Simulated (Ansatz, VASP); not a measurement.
This is a calculation of Ge for VASP 6.6.1.

INCAR

```
SYSTEM = Ge
ALGO = Normal ; EDIFF = 1E-6
ENCUT = 500 ; GGA = LIBXC
GGA_COMPAT = .FALSE. ; ISIF = 2
ISMEAR = 0 ; ISPIN = 2
LASPH = .TRUE. ; LCHARG = .TRUE.
LELF = .TRUE. ; LIBXC1 = GGA_X_PBE
LIBXC2 = GGA_C_PBE_SOL ; LORBIT = 11
LREAL = .FALSE. ; LVHAR = .TRUE.
LWAVE = .FALSE. ; MAGMOM = 0.5 -0.5
NBANDS = 25 ; NELM = 200
PREC = Accurate ; SIGMA = 0.15
```

The input KPOINTS:

```
k-points
0
G
  8 8 8
  0 0 0
```

The input POSCAR:

```
Ge
1.0
    0.0000000000      2.7906767997      2.7906767997
    2.7906767997      0.0000000000      2.7906767997
    2.7906767997      2.7906767997      0.0000000000
Ge
2
Direct
    0.7500000000      0.7500000000      0.7500000000
    0.5000000000      0.5000000000      0.5000000000
```

Potentials or basis: VASP PAW PBE potentials, release 64 (Ge_d).

Command:

```bash
$ cat potpaw_PBE.64/Ge_d/POTCAR > POTCAR
$ mpirun -np 1 vasp_std > vasp.out
```

Problem. Translate it to Ansatz 0.2.0. Potentials there: all-electron LAPW, scalar-relativistic.

Solution. As run (the cutoff follows the program's own potentials):

The input input.yaml:

```yaml
crystal:
  lattice:
    - [0.0, 2.7906767997, 2.7906767997]
    - [2.7906767997, 0.0, 2.7906767997]
    - [2.7906767997, 2.7906767997, 0.0]
  atoms:
    - { symbol: Ge, position: [0.75, 0.75, 0.75], spin: 0.5 }
    - { symbol: Ge, position: [0.5, 0.5, 0.5], spin: -0.5 }
kpoints:
  mp_grid: { grid: [8, 8, 8] }
scf:
  occupations: { method: gaussian, width: 0.15 }
hamiltonian:
  xc: { exchange: pbe, correlation: pbesol }
  pseudopotentials: { kind: all_electron, lapw: { basis_error: 0.001 } }
magnetization:
  spin_polarized: true
output:
  forces: true
  stress: true
  eigenvalues: true
```

Potentials or basis: all-electron LAPW, scalar-relativistic.

Command:

```sh
$ ansatz run input.yaml --threads 1 --pin off --max-ram 2560MiB --backend cpu --events-out ev --progress --plain --runs-dir out
```

Both were run:

|  | VASP | Ansatz | Ansatz less VASP |
| --- | --- | --- | --- |
| gap on the k mesh at the Fermi level (eV) | 0.29 | 0.30 | +0.001 |
| least direct gap on the mesh (eV) | 0.33 | 0.33 | +0.004 |
| pressure (GPa) | 7.6 | 7.7 | +0.10 |
| net moment per atom (μB) | 0.00 | 0.00 | 0.000 |

VASP's potentials were made for PBE, not for pbe exchange, pbesol correlation. Ansatz ran all-electron here, and VASP with PAW potentials.
